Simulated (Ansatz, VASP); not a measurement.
## Two plane-wave programs on AlN

The input INCAR:

```
SYSTEM = AlN
ALGO = Normal ; EDIFF = 1E-6
ENCUT = 520 ; GGA = PS
ISIF = 2 ; ISMEAR = 0
LASPH = .TRUE. ; LCHARG = .FALSE.
LREAL = .FALSE. ; LWAVE = .FALSE.
NBANDS = 11 ; NELM = 60
PREC = Accurate ; SIGMA = 0.05
```

The input KPOINTS:

```
k-points
0
G
  10 10 10
  0 0 0
```

File POSCAR:

```
AlN
1.0
    0.0000000000      2.1886566781      2.1886566781
    2.1886566781      0.0000000000      2.1886566781
    2.1886566781      2.1886566781      0.0000000000
Al N
1 1
Direct
   -0.0022533278      0.0022533278      0.0022533278
    0.7543405620      0.7456594380      0.7456594380
```

Input for Ansatz:

```yaml
crystal:
  lattice:
    - [0.0, 2.1886566781, 2.1886566781]
    - [2.1886566781, 0.0, 2.1886566781]
    - [2.1886566781, 2.1886566781, 0.0]
  atoms:
    - { symbol: Al, position: [-0.0022533278, 0.0022533278, 0.0022533278] }
    - { symbol: "N", position: [0.754340562, 0.745659438, 0.745659438] }
basis:
  ecutwfc: 520.0
kpoints:
  mp_grid: { grid: [10, 10, 10] }
hamiltonian:
  xc: pbesol
  pseudopotentials: { kind: paw, azcp: { folder: soft_1 } }
scf:
  occupations: { method: gaussian, width: 0.05 }
output:
  forces: true
  stress: true
  eigenvalues: true
```

Change from the starting cell: mode 4 frozen in at -0.019 Å and mode 5 at +0.000 Å (largest displacements).

Alike in both runs: task single point; functional PBEsol; k mesh 10 × 10 × 10; occupations gaussian, width 0.05 eV; no spin polarisation.

|  | VASP | Ansatz |
| --- | --- | --- |
| version | VASP 6.6.1 | Ansatz 0.2.0 |
| potentials or method | VASP PAW PBE potentials, release 64 (Al, N), cutoff 520 eV | scalar-relativistic, plane waves, PAW |
| valence electrons in the cell | 8 | 8 |

|  | VASP | Ansatz | Ansatz less VASP |
| --- | --- | --- | --- |
| gap on the k mesh at the Fermi level (eV) | 3.11 | 3.12 | +0.007 |
| least direct gap on the mesh (eV) | 4.00 | 3.98 | -0.016 |
| pressure (GPa) | 0.1 | 0.1 | -0.01 |
| traceless stress, the component that is largest in VASP (GPa) | -2.00 | -1.96 | +0.031 |
| rms of the force components (eV/Å) | 0.240 | 0.238 | -0.0018 |

VASP's potentials were made for PBE, not for PBEsol, and Ansatz warns of the same on its side. Atom by atom the forces differ by 0.002 eV/Å (rms over components). With one functional, cell and mesh, what is left measures potentials, basis and numerics.
